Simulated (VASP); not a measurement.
Wanted: the native input for a VASP 6.6.1 run.

| Property | Result |
| --- | --- |
| Task | single point |
| Functional | PBEsol |
| Potentials or basis | VASP PAW PBE potentials, release 64 (Te, Pt) |
| Cutoff | 520 eV |
| k mesh | 12 × 12 × 10 |
| Occupations | gaussian, width 0.15 eV |
| Spin | no spin polarisation |
| Dipole correction | no |
| Further INCAR settings | ALGO = Normal; EDIFF = 1e-07; NBANDS = 24 |

The structure of TePt lies in POSCAR:

```
TePt
1.0
    3.7821198268      0.0000000000      0.0000000000
   -1.8910599134      3.2754118502      0.0000000000
    0.0000000000      0.0000000000      5.6638400000
Te Pt
2 2
Direct
    0.3333333333      0.6666666667      0.2500000000
    0.6666666667      0.3333333333      0.7500000000
    0.0000000000      0.0000000000      0.0000000000
    0.0000000000      0.0000000000      0.5000000000
```

This cell differs from its parent crystal: strain -0.080 along x and y, +0.040 along z.

One way to write it, as run:

INCAR

```
SYSTEM = TePt
PREC = Accurate
ENCUT = 520
EDIFF = 1E-7
ISMEAR = 0
SIGMA = 0.15
LREAL = .False.
LASPH = .True.
NELM = 100
ALGO = Normal
ISIF = 2
LWAVE = .False.
LCHARG = .False.
GGA = PS
NBANDS = 24
```

KPOINTS

```
regular mesh
0
Gamma
  12 12 10
  0 0 0
```

Potentials or basis: VASP PAW PBE potentials, release 64 (Te, Pt).

Command:

```bash
$ cat potpaw_PBE.64/Te/POTCAR potpaw_PBE.64/Pt/POTCAR > POTCAR
$ mpirun -np 1 vasp_std > vasp.out
```

It gave:

```json
{"Pressure": "44.5 GPa", "Band gap on the k mesh": "zero (bands 16 and 17 overlap by 1.54 eV)"}
```

Caveat: the cell differs from its parent crystal (strain -0.080 along x and y, +0.040 along z); the cell stands under pressure; the PAW data sets were made with another functional, which shifts forces and pressure a little; spin-orbit coupling is left out, which moves the levels of the heavy elements.

Run time: 110 s on 1 thread of Intel(R) Xeon(R) Platinum 8488C (Sapphire Rapids), with other jobs on the host, peak memory 0.3 GiB.
